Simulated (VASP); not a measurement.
Write the native input for VASP 6.6.1 that does the following.

```
Task                   : single point
Functional             : PBE
Potentials or basis    : VASP PAW PBE potentials, release 64 (B_h, N_h)
Cutoff                 : 1330 eV
k mesh                 : 12 × 12 × 10
Occupations            : gaussian, width 0.1 eV
Spin                   : no spin polarisation
Dipole correction      : no
Further INCAR settings : ALGO = Normal; EDIFF = 1e-06; NBANDS = 18
```

The structure of B3N2 lies in POSCAR:

```
B3N2
1.0
    3.4473944759      0.0000000000      0.0000000000
   -1.7236972379      2.9855311930      0.0000000000
    0.0000000000      0.0000000000      4.2877180068
B N
3 2
Direct
    0.3344604659      0.0000000000      0.0000000000
    0.0000000000      0.3344604659      0.0000000000
    0.6655395341      0.6655395341      0.0000000000
    0.0000000000      0.0000000000      0.7580168508
    0.0000000000      0.0000000000      0.2419831492
```

The cell was generated, and may not be a known phase.

The input as run:

INCAR

```
PREC = Accurate
ENCUT = 1330
EDIFF = 1E-6
ISMEAR = 0
SIGMA = 0.1
LREAL = F
LASPH = T
NELM = 120
ALGO = Normal
ISIF = 2
LWAVE = F
LCHARG = F
GGA = PE
NBANDS = 18
GGA_COMPAT = F
```

KPOINTS

```
Automatic mesh
0
Gamma
  12 12 10
```

Potentials or basis: VASP PAW PBE potentials, release 64 (B_h, N_h).

Command:

```sh
$ cat potpaw_PBE.64/B_h/POTCAR potpaw_PBE.64/N_h/POTCAR > POTCAR
$ mpirun -np 1 vasp_std > vasp.out
```

Results of the run:

```
Pressure               : -0.1 GPa
Largest force          : 0.008 eV/Å
Band gap on the k mesh : zero (an odd number of electrons rules out a gap without spin polarisation)
```

Caveat: an odd number of electrons without spin polarisation forces a metal; a magnetic or distorted state may lie lower.

Wall time 2.5 min on 1 thread of Intel(R) Xeon(R) Platinum 8559C (Emerald Rapids), with other jobs on the host, peak memory 0.49 GiB.
